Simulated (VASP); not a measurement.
Wanted: the native input for a VASP 6.6.1 run.

```yaml
Task: relaxation of cell and atoms
Functional: PBEsol
Potentials_or_basis: VASP PAW PBE potentials, release 64 (P)
Cutoff: 600 eV
k_mesh: 9 × 9 × 9
Occupations: fermi-dirac, width 0.05 eV
Spin: no spin polarisation
Target_pressure: 5 GPa
Dipole_correction: no
Further_INCAR_settings: ALGO = Normal; EDIFF = 1e-06; IBRION = 2; EDIFFG = -0.01; NSW = 60; ISIF = 3
```

The structure of P lies in POSCAR:

```
P
1.0
    1.7257251780      0.9963478961      3.1296800121
   -1.7257251780      0.9963478961      3.1296800121
    0.0000000000     -1.9926957921      3.1296800121
P
2
Direct
    0.7729197500      0.7729197500      0.7729197500
    0.2270802500      0.2270802500      0.2270802500
```

One way to write it, as run:

INCAR

```
SYSTEM = P
ALGO = Normal
EDIFF = 1E-6
EDIFFG = -0.01
ENCUT = 600
GGA = PS
IBRION = 2
ISIF = 3
ISMEAR = -1
LASPH = .True.
LCHARG = .False.
LREAL = .False.
LWAVE = .False.
NELM = 80
NSW = 60
PREC = Accurate
PSTRESS = 50.0
SIGMA = 0.05
```

KPOINTS

```
k-points
0
Gamma
  9 9 9
  0 0 0
```

Potentials or basis: VASP PAW PBE potentials, release 64 (P).

Launch:

```sh
$ cat potpaw_PBE.64/P/POTCAR > POTCAR
$ mpirun -np 1 vasp_std > vasp.out
```

Results of the run:

```json
{
  "Relaxed volume": "13.95 Å³/atom",
  "Relaxed cell": "a = 3.414 Å, b = 3.414 Å, c = 3.414 Å, α = 59.62°, β = 59.62°, γ = 59.62°",
  "Space group after relaxing (to 0.1 Å)": "R-3m (No. 166)",
  "Energy change on relaxing (the run minimises the enthalpy)": "+6.8 meV/atom",
  "Ionic steps": "12",
  "Pressure after relaxing": "5.1 GPa",
  "Largest force after relaxing": "0.006 eV/Å",
  "Band gap on the k mesh": "zero (bands 5 and 6 overlap by 1.89 eV)"
}
```

Caveat: the cell is relaxed towards a set pressure, so the run minimises the enthalpy, not the energy; the PAW data sets were made with another functional, which shifts forces and pressure a little.

Run time: 92 s on 1 thread of Intel(R) Xeon(R) 6975P-C (Granite Rapids), on a shared host, peak memory 0.18 GiB.
